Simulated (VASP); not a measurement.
# Be16H (a cell with a defect) in VASP: further runs

The runs below take Be16H (a cell with a defect) through single point, with PBE.

Everything below comes from runs of VASP 6.6.1. Logs are shortened: lines on timing, memory, paths and dates and some standing lists are left out, and cuts for length are marked.

## 1. The cell of the first run

The cell holds a defect, 17 atoms: a = 4.580 Å, b = 3.966 Å, c = 7.177 Å, α = 90.00°, β = 90.00°, γ = 90.00°.

## 2. Single point, PBE

INCAR

```
PREC = Accurate ; ENCUT = 520
EDIFF = 1E-7 ; ISMEAR = -1
SIGMA = 0.15 ; LREAL = Auto
LASPH = True ; NELM = 100
ALGO = Normal ; ISIF = 2
LWAVE = False ; LCHARG = False
GGA = PE ; NBANDS = 30
```

KPOINTS

```
regular mesh
0
Gamma
  4 4 3
```

POSCAR

```
Be16H
1.0
   -2.2900000000     -3.9663960000      0.0000000000
    3.4350000000     -1.9831980000      0.0000000000
    0.0000000000      0.0000000000      7.1768600000
Be H
16 1
Direct
    0.7503329038      0.5000845533     -0.0048204913
    0.4784890840      0.3192387750      0.2506171216
    0.7502331001      0.5007866567      0.5050138906
    0.4997016892      0.3330629816      0.7516062965
    0.5001674671     -0.0007436608      0.0025987421
    0.2502657415      0.8212738078      0.2532381767
    0.4986560995     -0.0003840023      0.5037069535
    0.2502600420      0.8322471189      0.7531133133
    0.2502930043      0.4988824153      0.0009137959
    0.0219792423      0.3191958958      0.2506417996
    0.2502274162      0.4987765898      0.5041971780
    0.0008160543      0.3331163047      0.7515841919
    0.0005053564     -0.0006923227      0.0026048235
    0.7503103990      0.8664070860      0.2516023629
    0.0018237310     -0.0003770325      0.5037142520
    0.7502746260      0.8358814182      0.7523112040
    0.7502040430      0.5019913153      0.2790625892
```

Potentials or basis: VASP PAW PBE potentials, release 64 (Be, H).

Launch:

```bash
> cat potpaw_PBE.64/Be/POTCAR potpaw_PBE.64/H/POTCAR > POTCAR
> mpirun -np 1 vasp_std > vasp.out
```

OUTCAR:

```text
PREC = Accurate
   ENCUT = 520
   EDIFF = 1E-7
   ISMEAR = -1
   LREAL = Auto
   LASPH = True
   NELM = 100
   ISIF = 2
   GGA = PE

 ion  position               nearest neighbor table
   1  0.750  0.500  0.995-  12 2.19  16 2.19   4 2.19   5 2.29  13 2.29   9 2.29   9 2.29  13 2.29
                             5 2.29  10 2.33   2 2.33  14 2.34
   2  0.478  0.319  0.251-  17 1.45  10 2.09  14 2.19   5 2.19   9 2.19  11 2.22   7 2.22   6 2.23
                             6 2.25   3 2.32   1 2.33
   3  0.750  0.501  0.505-  17 1.62  12 2.21   4 2.21  16 2.22   7 2.29  15 2.29  11 2.29  11 2.29
                             7 2.30  15 2.30  10 2.32   2 2.32  14 2.33
   4  0.500  0.333  0.752-   1 2.19  11 2.21   3 2.21   7 2.22   9 2.22   5 2.24  16 2.28  12 2.28
                             8 2.29   8 2.29  12 2.30  16 2.30
   5  0.500  0.999  0.003-  14 2.19   2 2.19   8 2.23  16 2.23   4 2.24   6 2.25   1 2.29  13 2.29
                             9 2.29   9 2.29  13 2.29   1 2.29
   6  0.250  0.821  0.253-  11 2.21   9 2.22  10 2.23   2 2.23   7 2.24  15 2.24  13 2.25   5 2.25
                             2 2.25  10 2.25  14 2.30  14 2.30
   7  0.499  1.000  0.504-  14 2.21   4 2.22   2 2.22  16 2.22   8 2.22   6 2.24  15 2.28  11 2.28
                            11 2.29   3 2.29   3 2.30  15 2.30
   8  0.250  0.832  0.753-   9 2.22   7 2.22  15 2.22  11 2.22  13 2.23   5 2.23  12 2.29   4 2.29
                            16 2.29  16 2.29   4 2.29  12 2.29
   9  0.250  0.499  0.001-   2 2.19  10 2.19   8 2.22   6 2.22   4 2.22  12 2.22  13 2.29   5 2.29
                             1 2.29   1 2.29  13 2.29   5 2.29
  10  0.022  0.319  0.251-  17 1.45   2 2.09  14 2.18  13 2.19   9 2.19  11 2.22  15 2.22   6 2.23
                             6 2.25   3 2.32   1 2.33
  11  0.250  0.499  0.504-   6 2.21  12 2.21   4 2.21  10 2.22   2 2.22   8 2.22  15 2.28   7 2.28
                            15 2.29   7 2.29   3 2.29   3 2.29
  12  0.001  0.333  0.752-   1 2.19  11 2.21   3 2.21  15 2.22   9 2.22  13 2.24  16 2.28   4 2.28
                             8 2.29   8 2.29   4 2.30  16 2.30
  13  0.001  0.999  0.003-  14 2.19  10 2.19   8 2.23  16 2.23  12 2.24   6 2.25   9 2.29   1 2.29
                             5 2.29   9 2.29   5 2.29   1 2.29
  14  0.750  0.866  0.252-  17 1.46  10 2.18   2 2.19   5 2.19  13 2.19  15 2.21   7 2.21   6 2.30
                             6 2.30   3 2.33   1 2.34
  15  0.002  1.000  0.504-  14 2.21  10 2.22  12 2.22  16 2.22   8 2.22   6 2.24   7 2.28  11 2.28
                            11 2.29   3 2.29   3 2.30   7 2.30
  16  0.750  0.836  0.752-   1 2.19   3 2.22  15 2.22   7 2.22   5 2.23  13 2.23   4 2.28  12 2.28
                             8 2.29   8 2.29  12 2.30   4 2.30
  17  0.750  0.502  0.279-   2 1.45  10 1.45  14 1.46   3 1.62

  LATTYP: Found a simple orthorhombic cell.
 ALAT       =     3.9663962620
 B/A-ratio  =     1.1547004875
 C/A-ratio  =     1.8094157835

  Lattice vectors:

 A1 = (  -3.4350000000,   1.9831980000,   0.0000000000)
 A2 = (  -2.2900000000,  -3.9663960000,   0.0000000000)
 A3 = (   0.0000000000,   0.0000000000,   7.1768600000)

Analysis of symmetry for initial positions (statically):
=====================================================================
 Subroutine PRICEL returns:
 Original cell was already a primitive cell.

 Routine SETGRP: Setting up the symmetry group for a
 simple orthorhombic supercell.

 Subroutine GETGRP returns: Found  1 space group operations
 (whereof  1 operations were pure point group operations)
 out of a pool of  8 trial point group operations.

The static configuration has the point symmetry C_1 .

Analysis of symmetry for dynamics (positions and initial velocities):
=====================================================================
 Subroutine PRICEL returns:
 Original cell was already a primitive cell.

 Routine SETGRP: Setting up the symmetry group for a
 simple orthorhombic supercell.

 Subroutine GETGRP returns: Found  1 space group operations
 (whereof  1 operations were pure point group operations)
 out of a pool of  8 trial point group operations.

The dynamic configuration has the point symmetry C_1 .

 Subroutine INISYM returns: Found  1 space group operations
 (whereof  1 operations are pure point group operations),
 and found     1 'primitive' translations

----------------------------------------------------------------------------------------

                                     Primitive cell

  volume of cell :     130.3755

  direct lattice vectors                    reciprocal lattice vectors
    -2.290000000 -3.966396000  0.000000000    -0.109170306 -0.189088533  0.000000000
     3.435000000 -1.983198000  0.000000000     0.218340611 -0.126059022  0.000000000
     0.000000000  0.000000000  7.176860000     0.000000000  0.000000000  0.139336702

  length of vectors
     4.579999697  3.966396262  7.176860000     0.218340626  0.252118027  0.139336702

  position of ions in fractional coordinates (direct lattice)
     0.750332904  0.500084553  0.995179509
     0.478489084  0.319238775  0.250617122
     0.750233100  0.500786657  0.505013891
     0.499701689  0.333062982  0.751606297
     0.500167467  0.999256339  0.002598742
     0.250265742  0.821273808  0.253238177
[... 9 lines left out ...]
     0.750274626  0.835881418  0.752311204
     0.750204043  0.501991315  0.279062589

  ion indices of the primitive-cell ions
   primitive index   ion index
                 1           1
                 2           2
                 3           3
                 4           4
                 5           5
                 6           6
[... 9 lines left out ...]
                16          16
                17          17

----------------------------------------------------------------------------------------

 KPOINTS: regular mesh

Automatic generation of k-mesh.
 Grid dimensions read from file:
 generate k-points for:    4    4    3

 Generating k-lattice:

  Cartesian coordinates                     Fractional coordinates (reciprocal lattice)
    -0.027292576 -0.047272133  0.000000000     0.250000000  0.000000000  0.000000000
     0.054585153 -0.031514755  0.000000000     0.000000000  0.250000000  0.000000000
     0.000000000  0.000000000  0.046445567     0.000000000  0.000000000  0.333333333

  Length of vectors
     0.054585156  0.063029507  0.046445567

  Shift w.r.t. Gamma in fractional coordinates (k-lattice)
     0.000000000  0.000000000  0.000000000

 Subroutine IBZKPT returns following result:
 ===========================================

 Found     26 irreducible k-points:

 Following reciprocal coordinates:
            Coordinates               Weight
  0.000000  0.000000  0.000000      1.000000
  0.250000  0.000000  0.000000      2.000000
  0.500000  0.000000  0.000000      1.000000
  0.000000  0.250000  0.000000      2.000000
  0.250000  0.250000  0.000000      2.000000
 -0.250000  0.250000  0.000000      2.000000
[... 16 lines left out ...]
  0.000000  0.500000  0.333333      2.000000
  0.250000  0.500000  0.333333      2.000000
 [... further k-points ...]
   k-points           NKPTS =     26   k-points in BZ     NKDIM =     26   number of bands    NBANDS=     30
   number of dos      NEDOS =    301   number of ions     NIONS =     17
   total plane-waves  NPLWV =  58320
   dimension x,y,z NGX =    36 NGY =   30 NGZ =   54
   dimension x,y,z NGXF=    72 NGYF=   60 NGZF=  108
   ions per type =              16   1
   NGX,Y,Z   is equivalent  to a cutoff of  13.07, 12.57, 12.51 a.u.
   NGXF,Y,Z  is equivalent  to a cutoff of  26.13, 25.15, 25.02 a.u.
 SYSTEM =  unknown system
   PREC   = accura    normal or accurate (medium, high low for compatibility)
   ISTART =      0    job   : 0-new  1-cont  2-samecut
   ICHARG =      2    charge: 1-file 2-atom 10-const
   ISPIN  =      1    spin polarized calculation?
   LNONCOLLINEAR =      F non collinear calculations
   LSORBIT =      F    spin-orbit coupling
   LASPH  =      T    aspherical Exc in radial PAW
   ENCUT  =  520.0 eV  38.22 Ry    6.18 a.u.   8.52  7.37 13.34*2*pi/ulx,y,z
   NELM   =    100;   NELMIN=  2; NELMDL= -5     # of ELM steps
   EDIFF  = 0.1E-06   stopping-criterion for ELM
   LREAL  =      T    real-space projection
   EDIFFG = 0.1E-05   stopping-criterion for IOM
   NSW    =      0    number of steps for IOM
   IBRION =     -1    ionic relax: 0-MD 1-quasi-New 2-CG
   NFREE  =      0    steps in history (QN), initial steepest desc. (CG)
   ISIF   =      2    stress and relaxation
   ISYM   =      2    0-nonsym 1-usesym 2-fastsym
   POTIM  = 0.5000    time-step for ionic-motion
   TEBEG  =    0.0;   TEEND  =   0.0 temperature during run
   PSTRESS=    0.0 pullay stress
   NELECT =      33.0000    total number of electrons
   NUPDOWN=      -1.0000    fix difference up-down
   EMIN   =  10.00;   EMAX   =-10.00  energy-range for DOS
   EFERMI =   0.00;   METHOD = LEGACY
   ISMEAR =    -1;   SIGMA  =   0.15  broadening in eV -4-tet -1-fermi 0-gaus
   EFERMI_NEDOS =   21; number of points for ismear=-14 and -15
   IALGO  =     38    algorithm
   IMIX   =      4    mixing-type and parameters
     AMIX     =   0.40;   BMIX     =  1.00
     AMIX_MAG =   1.60;   BMIX_MAG =  1.00
  volume/ion in A,a.u.               =       7.67        51.75
  Fermi-wavevector in a.u.,A,eV,Ry     =   1.035573  1.956950 14.591049  1.072412
  Thomas-Fermi vector in A             =   2.169923
   LORBIT       =      0    0 simple, 1 ext, 2 COOP (PROOUT), +10 PAW based schemes
   GGA     = PE    functional components
   LHFCALC =     F    Hartree Fock is set to
   AEXX    =    0.0000 exact exchange contribution
   IVDW    =     0    specifies the selected vdW correction
   LEPSILON=     F    determine dielectric tensor
   LRPA    =     F    only Hartree local field effects (RPA)
 non-spin polarized calculation
  energy-cutoff  :      520.00
  volume of cell :      130.38
 maximum number of plane-waves:      3529
 NGX is ok and might be reduce to    36
   NGX = 17   NGY = 15   NGZ = 27

 number of electron      33.0000000 magnetization

 Free energy of the ion-electron system (eV)
  ---------------------------------------------------
  ext. energy  EPLUGINS =         0.00000000
  ---------------------------------------------------
  free energy    TOTEN  =       -61.96261663 eV

  energy without entropy =      -61.82736549  energy(sigma->0) =      -61.89499106

 E-fermi :   7.4058     XC(G=0): -10.5782

 val. band max:        7.3976219072   @ k =   0.5000   0.0000   0.0000
 cond. band min:       7.4654287788   @ k =   0.5000   0.2500   0.0000
 fundamental gap:      0.0678068715
 Fermi energy:         7.4057628143

 k-point     1 :       0.0000    0.0000    0.0000
  band No.  band energies     occupation
      1      -5.1299      2.00000
      2      -2.9527      2.00000
      3      -2.1804      2.00000
      4      -0.3020      2.00000
      5       0.9674      2.00000
      6       1.5456      2.00000
[... 20 lines left out ...]
     27      10.3981      0.00000
     28      10.4303      0.00000

 k-point     2 :       0.2500    0.0000    0.0000
  band No.  band energies     occupation
      1      -4.8789      2.00000
      2      -2.7885      2.00000
      3      -1.8408      2.00000
      4      -1.5483      2.00000
      5       0.1348      2.00000
      6       0.8268      2.00000
[... 674 lines left out ...]
 k-point    24 :       0.2500    0.5000    0.3333
  band No.  band energies     occupation
      1      -3.9774      2.00000
      2      -2.0215      2.00000
      3      -1.5362      2.00000
      4      -1.2711      2.00000
      5      -0.2350      2.00000
      6       0.5683      2.00000
[... 20 lines left out ...]
     27      12.9777      0.00000
     28      13.2946      0.00000

 [... further k-points ...]

 [bands above 28 left out]

------------------------ aborting loop because EDIFF is reached ----------------------------------------

  FORCE on cell =-STRESS in cart. coord.  units (eV):
  Direction    XX          YY          ZZ          XY          YZ          ZX
  --------------------------------------------------------------------------------------
  -------------------------------------------------------------------------------------
  Total        0.4376025      0.4545324      1.4505709      0.0144185     -0.0006447      0.0007204
  in kB        5.3776729      5.5857235     17.8259838      0.1771883     -0.0079233      0.0088531
  external PRESSURE =       9.5964601 kB  Pullay stress =       0.0000000 kB

 VOLUME and BASIS-vectors are now :
 -----------------------------------------------------------------------------
  energy-cutoff  :      520.00
  volume of cell :      130.38
      direct lattice vectors                 reciprocal lattice vectors
    -2.290000000 -3.966396000  0.000000000    -0.109170306 -0.189088533  0.000000000
     3.435000000 -1.983198000  0.000000000     0.218340611 -0.126059022  0.000000000
     0.000000000  0.000000000  7.176860000     0.000000000  0.000000000  0.139336702

 POSITION                                       TOTAL-FORCE (eV/Angst)
 -----------------------------------------------------------------------------------
     -0.00047     -3.96788      7.14226         0.001600      0.000710      0.003694
      0.00085     -2.53099      1.79864         0.002344      0.010814     -0.001768
      0.00217     -3.96888      3.62441        -0.005222      0.002815      0.002600
     -0.00025     -2.64254      5.39417         0.000759     -0.001712     -0.002589
      2.28706     -3.96559      0.01865         0.000502     -0.002499      0.000168
      2.24797     -2.62140      1.81745        -0.001072      0.000443     -0.008710
[... 9 lines left out ...]
      1.15312     -4.63360      5.39923         0.001316     -0.000656      0.000655
      0.00637     -3.97115      2.00279         0.001605     -0.002990      0.009415
 -----------------------------------------------------------------------------------
    total drift:                               -0.000472      0.000371     -0.000664

  FREE ENERGIE OF THE ION-ELECTRON SYSTEM (eV)
  ---------------------------------------------------
  free  energy   TOTEN  =       -61.9626166253 eV

  energy  without entropy=      -61.8273654881  energy(sigma->0) =      -61.89499106
```

Wall time 5 min (1 thread of AMD EPYC 7R13, shared host); peak memory 0.22 GiB.

What came out:

```yaml
Free_energy: -61.9626 eV
Pressure: 1.0 GPa
Largest_force: 0.012 eV/Å
Band_gap_on_the_k_mesh: zero (an odd number of electrons rules out a gap without spin polarisation)
```

Forces in eV/Å, atoms in the order of the input:
```
Be   0.002  0.001  0.004
Be   0.002  0.011 -0.002
Be  -0.005  0.003  0.003
Be   0.001 -0.002 -0.003
Be   0.001 -0.002  0.000
Be  -0.001  0.000 -0.009
Be   0.000  0.005  0.000
Be   0.004 -0.003  0.005
Be   0.001  0.000  0.001
Be  -0.006 -0.010 -0.003
Be  -0.002  0.000  0.001
Be   0.000  0.000 -0.001
Be   0.003  0.004  0.000
Be   0.003  0.000 -0.007
Be  -0.005 -0.003  0.001
Be   0.001 -0.001  0.001
H    0.002 -0.003  0.009
```

Levels at points of the mesh, in eV from the Fermi level:
```csv
k point,band 12,band 13,band 14,band 15,band 16,band 17,band 18,band 19,band 20,band 21
"(0.00, 0.00, 0.00)",-4.34,-4.05,-3.73,-0.84,0.14,0.38,0.52,0.84,0.98,1.31
"(0.50, 0.00, 0.00)",-2.92,-2.44,-2.43,-2.38,-2.36,-0.36,-0.01,0.38,0.47,0.53
"(0.00, 0.50, 0.00)",-4.06,-3.79,-3.70,-2.71,-2.56,-0.15,0.63,0.64,0.77,0.84
"(0.50, 0.50, 0.00)",-6.41,-1.30,-1.05,-0.96,-0.83,-0.46,0.36,0.52,0.58,3.94
```

Caveat: the k points lie up to 0.40 Å⁻¹ apart, too coarse for converged energies and pressures of a metal.

[end of part 1 of 2]

The gap in the log of VASP goes by the Fermi energy; the results here count the filled bands.